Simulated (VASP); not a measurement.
Write the native input for VASP 6.6.1 that does the following.

```
Task                   : single point
Functional             : PBE
Potentials or basis    : VASP PAW PBE potentials, release 64 (Os)
Cutoff                 : 520 eV
k mesh                 : 10 × 10 × 13
Occupations            : fermi-dirac, width 0.1 eV
Spin                   : no spin polarisation
Dipole correction      : no
Further INCAR settings : ALGO = Normal; EDIFF = 1e-06; NBANDS = 19
```

The structure of Os lies in POSCAR:

```
Os
1.0
    3.8408059630      0.0000000000      0.0000000000
   -1.9204029815      3.3262355349      0.0000000000
    0.0000000000      0.0000000000      2.3644038170
Os
3
Direct
    0.0000000000      0.0000000000      0.0000000000
    0.3333333333      0.6666666667      0.5000000000
    0.6666666667      0.3333333333      0.5000000000
```

This isn't the form of Os at room conditions, which is hcp.

The input as run:

INCAR

```
PREC = Accurate ; ENCUT = 520
EDIFF = 1E-6 ; ISMEAR = -1
SIGMA = 0.1 ; LREAL = False
LASPH = True ; NELM = 100
ALGO = Normal ; ISIF = 2
LWAVE = False ; LCHARG = False
GGA = PE ; NBANDS = 19
```

KPOINTS

```
Automatic mesh
0
Gamma
  10 10 13
```

Potentials or basis: VASP PAW PBE potentials, release 64 (Os).

Command:

```console
$ cat potpaw_PBE.64/Os/POTCAR > POTCAR
$ mpirun -np 1 vasp_std > vasp.out
```

It gave:

- Pressure: 344.3 GPa
- Band gap on the k mesh: zero (bands 12 and 13 overlap by 4.37 eV)

Caveat: the cell stands under pressure; spin-orbit coupling is left out, which moves the levels of the heavy elements.

Wall time 34 s on 1 thread of AMD EPYC 9R45 96-Core Processor (Zen 5), with other jobs on the host, peak memory 0.14 GiB.
